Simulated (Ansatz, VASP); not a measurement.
PbS in VASP and in Ansatz

INCAR

```
PREC = Accurate
ENCUT = 520
EDIFF = 1E-6
ISMEAR = -1
SIGMA = 0.01
LREAL = F
LASPH = T
NELM = 60
ALGO = Normal
ISIF = 2
LWAVE = F
LCHARG = F
GGA = PE
NBANDS = 17
```

Contents of KPOINTS:

```
Automatic mesh
0
Gamma
  8 8 8
```

File POSCAR:

```
PbS
1.0
    0.0000000000      2.9650000000      2.9946500000
    2.9650000000      0.0000000000      2.9946500000
    2.9650000000      2.9650000000      0.0000000000
Pb S
1 1
Direct
    0.0000000000      0.0000000000      0.0000000000
    0.5000000000      0.5000000000      0.5000000000
```

Input for Ansatz:

```yaml
crystal:
  lattice:
    - [0.0, 2.965, 2.99465]
    - [2.965, 0.0, 2.99465]
    - [2.965, 2.965, 0.0]
  atoms:
    - { symbol: Pb, position: [0.0, 0.0, 0.0] }
    - { symbol: S, position: [0.5, 0.5, 0.5] }
kpoints:
  mp_grid: { grid: [8, 8, 8] }
  band_path:
    path:
      - [0.0, 0.0, 0.0]
      - [0.0, 0.5, 0.5]
      - [0.25, 0.75, 0.5]
      - [0.0, 0.5, 0.0]
      - [0.0, 0.0, 0.0]
      - [0.5, 0.5, 0.0]
      - [0.3725370062, 0.6274629938, 0.0]
      - [-0.3725370062, 0.3725370062, 0.0]
      - [0.0, 0.0, 0.0]
    npoints: 5
scf:
  occupations: { method: fermi_dirac, width: 0.01 }
hamiltonian:
  xc: pbe
  pseudopotentials: { kind: all_electron, lapw: { basis_error: 0.0005 } }
output:
  forces: true
  stress: true
  eigenvalues: true
```

Change from the starting cell: zz strain of +1 %.

Alike in both runs: task single point; functional PBE; k mesh 8 × 8 × 8; occupations fermi-dirac, width 0.01 eV; no spin polarisation.

```csv
,VASP,Ansatz
version,VASP 6.6.1,Ansatz 0.2.0
potentials or method,"VASP PAW PBE potentials, release 64 (Pb_d, S), cutoff 520 eV","all-electron LAPW, scalar-relativistic"
```

Ansatz gave:

* gap on the k mesh at the Fermi level (eV): 0.39
* pressure (GPa): 1.7
* traceless stress, the component that is largest in VASP (GPa): -0.81

Question: What did VASP give for the same quantities?

Answer: gap on the k mesh at the Fermi level (eV): 0.39; pressure (GPa): 1.6; traceless stress, the component that is largest in VASP (GPa): -0.81.

Ansatz ran all-electron here, and VASP with PAW potentials.

Neither program's run includes spin-orbit coupling.
